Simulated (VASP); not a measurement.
Input of a VASP 6.6.1 run:

File INCAR:

```
SYSTEM = Co
PREC = Accurate ; ENCUT = 520
EDIFF = 1E-6 ; ISMEAR = -1
SIGMA = 0.05 ; LREAL = .FALSE.
LASPH = .TRUE. ; NELM = 150
ALGO = Normal ; ISIF = 2
LWAVE = .FALSE. ; LCHARG = .FALSE.
ISPIN = 2 ; MAGMOM = 2 2 2 2
LORBIT = 11 ; LMAXMIX = 4
GGA = PE ; IVDW = 13
NBANDS = 30
```

Contents of KPOINTS:

```
regular mesh
0
G
  12 12 4
  0 0 0
```

The input POSCAR:

```
Co
1.0
    2.5190164704      0.0000000000      0.0000000000
   -1.2595082352      2.1815322559      0.0000000000
    0.0000000000      0.0000000000      8.2468668932
Co
4
Direct
    0.6666666667      0.3333333333      0.7500000000
    0.0000000000      0.0000000000      0.5000000000
    0.3333333333      0.6666666667      0.2500000000
    0.0000000000      0.0000000000      0.0000000000
```

Potentials or basis: VASP PAW PBE potentials, release 64 (Co).

The run is started by

```console
$ cat potpaw_PBE.64/Co/POTCAR > POTCAR
$ mpirun -np 1 vasp_std > vasp.out
```

Estimate the net moment.

6.76 μB per cell.

Estimate the site moments.

Co +1.72, +1.71 μB.

Stress tensor (GPa, compression positive):
```
-12.15   0.00   0.00
  0.00 -12.15   0.00
  0.00   0.00 -15.22
```

Caveat: pairwise dispersion overbinds metals, which lowers pressure and volume.
